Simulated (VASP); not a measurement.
Set up this calculation in VASP 6.6.1, as the native input.

| Item | Value |
| --- | --- |
| Task | single point |
| Functional | r2SCAN |
| Potentials or basis | VASP PAW PBE potentials, release 64 (Ga_d, Si) |
| Cutoff | 520 eV |
| k mesh | 12 × 12 × 12 |
| Occupations | gaussian, width 0.1 eV |
| Spin | no spin polarisation |
| Dipole correction | no |
| Further INCAR settings | ALGO = Normal; EDIFF = 1e-06; NBANDS = 25 |

Crystal: GaSi.

```
CELL_PARAMETERS angstrom
0.00000 3.19644 3.19644
3.19644 0.00000 3.19644
3.19644 3.19644 0.00000
ATOMIC_POSITIONS crystal
Ga 0.00000 0.00000 0.00000
Ga 0.25000 0.25000 0.25000
Si 0.50000 0.50000 0.50000
Si 0.75000 0.75000 0.75000
```

The input as run:

POSCAR

```
GaSi
1.0
    0.0000000000      3.1964391881      3.1964391881
    3.1964391881      0.0000000000      3.1964391881
    3.1964391881      3.1964391881      0.0000000000
Ga Si
2 2
Direct
    0.0000000000      0.0000000000      0.0000000000
    0.2500000000      0.2500000000      0.2500000000
    0.5000000000      0.5000000000      0.5000000000
    0.7500000000      0.7500000000      0.7500000000
```

INCAR.step1

```
SYSTEM = GaSi
PREC     = Accurate       ! precision mode
ENCUT    = 520            ! plane-wave cutoff, eV
ISMEAR   = 0              ! smearing method
SIGMA    = 0.1            ! smearing width, eV
LREAL    = .FALSE.        ! projectors in reciprocal space
LASPH    = .TRUE.         ! aspherical terms in the spheres
NELM     = 60             ! most SCF steps
NBANDS   = 25             ! bands
GGA      = PE             ! functional
ALGO     = Normal         ! electronic algorithm
EDIFF    = 1E-4           ! SCF threshold, eV
LWAVE    = .TRUE.         ! write WAVECAR
LCHARG   = .FALSE.        ! write CHGCAR
```

INCAR.step2

```
SYSTEM = GaSi
PREC     = Accurate       ! precision mode
ENCUT    = 520            ! plane-wave cutoff, eV
EDIFF    = 1E-6           ! SCF threshold, eV
ISMEAR   = 0              ! smearing method
SIGMA    = 0.1            ! smearing width, eV
LREAL    = .FALSE.        ! projectors in reciprocal space
LASPH    = .TRUE.         ! aspherical terms in the spheres
NELM     = 60             ! most SCF steps
ALGO     = Normal         ! electronic algorithm
ISIF     = 2              ! what is computed and relaxed
LWAVE    = .FALSE.        ! write WAVECAR
LCHARG   = .FALSE.        ! write CHGCAR
METAGGA  = R2SCAN         ! meta-GGA
LMIXTAU  = .TRUE.       
NBANDS   = 25             ! bands
ISTART   = 1
```

KPOINTS

```
Automatic mesh
0
G
  12 12 12
  0 0 0
```

Potentials or basis: VASP PAW PBE potentials, release 64 (Ga_d, Si).

Command:

```console
$ cat potpaw_PBE.64/Ga_d/POTCAR potpaw_PBE.64/Si/POTCAR > POTCAR
$ cp INCAR.step1 INCAR
$ mpirun -np 1 vasp_std > vasp.out
$ cp INCAR.step2 INCAR
$ mpirun -np 1 vasp_std > vasp.out
```

Results of the run:

```yaml
Pressure: 0.0 GPa
Band_gap_on_the_k_mesh: zero (band 17 reaches 11.81 eV, above the bottom of band 18 at 5.43 eV)
```

Caveat: the PAW data sets were made with another functional, which shifts forces and pressure a little.

It used 400 s of CPU time on 1 thread of AMD EPYC 7R13 Processor (Zen 3), on a shared host.
